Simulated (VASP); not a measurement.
A run of VASP 6.6.1 is set up as follows.

Contents of INCAR:

```
PREC     = Accurate       # precision mode
ENCUT    = 520            # plane-wave cutoff, eV
EDIFF    = 1E-7           # SCF threshold, eV
ISMEAR   = -1             # smearing method
SIGMA    = 0.05           # smearing width, eV
LREAL    = False          # projectors in reciprocal space
LASPH    = True           # aspherical terms in the spheres
NELM     = 60             # most SCF steps
ALGO     = Normal         # electronic algorithm
ISIF     = 2              # what is computed and relaxed
LWAVE    = False          # write WAVECAR
LCHARG   = True           # write CHGCAR
GGA      = PS             # functional
LELF     = True           # ELF
LVHAR    = True         
NBANDS   = 16             # bands
```

Contents of KPOINTS:

```
Automatic mesh
0
Gamma
  12 12 12
```

File POSCAR:

```
CdSe
1.0
    0.0000000000      2.8139040447      2.8139040447
    2.8139040447      0.0000000000      2.8139040447
    2.8139040447      2.8139040447      0.0000000000
Cd Se
1 1
Direct
    0.0000000000      0.0000000000      0.0000000000
    0.5000000000      0.5000000000      0.5000000000
```

Potentials or basis: VASP PAW PBE potentials, release 64 (Cd, Se).

Command:

```bash
$ cat potpaw_PBE.64/Cd/POTCAR potpaw_PBE.64/Se/POTCAR > POTCAR
$ mpirun -np 1 vasp_std > vasp.out
```

Task: Predict the band gap on the k mesh.

Result: Zero (band 9 reaches 2.70 eV, above the bottom of band 10 at 2.15 eV).

Task: Estimate the pressure.

Result: 0.4 GPa.

Caveat: the PAW data sets were made with another functional, which shifts forces and pressure a little.
